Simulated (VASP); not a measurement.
Crystal: NaTaO.

```xyz
3
Lattice="3.7174 0.0000 0.0000 -1.8587 3.2194 0.0000 0.0000 0.0000 4.0210" Properties=species:S:1:pos:R:3 pbc="T T T"
Na    0.0000    0.0000    0.0000
Ta    1.8587    1.0731    2.0105
O     0.0000    2.1462    2.0105
```

The cell was generated, and may not be a known phase.

| Item | Value |
| --- | --- |
| Program | VASP 6.6.1 |
| Task | relaxation of cell and atoms |
| Functional | PBE |
| Potentials or basis | VASP PAW PBE potentials, release 64 (Na_sv, Ta_sv_GW, O) |
| Cutoff | 1130 eV |
| k mesh | 6 × 6 × 5 |
| Occupations | gaussian, width 0.2 eV |
| Spin | no spin polarisation |

At the start: pressure -1.8 GPa; volume 16.04 Å³/atom.

Question: How do energy, volume and symmetry change on relaxing?

Answer: Over 9 steps the energy falls by 519.5 meV/atom and the volume is 19.54 Å³/atom (+21.8 %); space group P-6m2 (No. 187, to 0.1 Å) before and after.

The path:
```csv
step,energy change (eV),largest force (eV/Å),pressure (GPa),volume (Å³)
1,0.0000,0.0000,-1.85,48.12
2,-0.5795,0.0000,8.36,46.59
3,-0.6428,0.0000,24.15,44.83
4,-0.6935,0.0000,18.62,45.38
5,-0.9418,0.0000,16.79,47.12
6,-1.3279,0.0000,13.71,52.06
7,-1.3311,0.0000,13.29,53.28
8,-1.5534,0.0000,1.64,57.74
9,-1.5585,0.0000,-0.10,58.63
```

Final structure:
```xyz
3
Lattice="3.4471 0.0000 0.0000 -1.7235 2.9853 0.0000 0.0000 0.0000 5.6979" Properties=species:S:1:pos:R:3 pbc="T T T"
Na    0.0000    0.0000    0.0000
Ta    1.7235    0.9951    2.8489
O     0.0000    1.9902    2.8489
```

Caveat: the volume moved by over 15 % at a fixed basis, so the end points are rough.
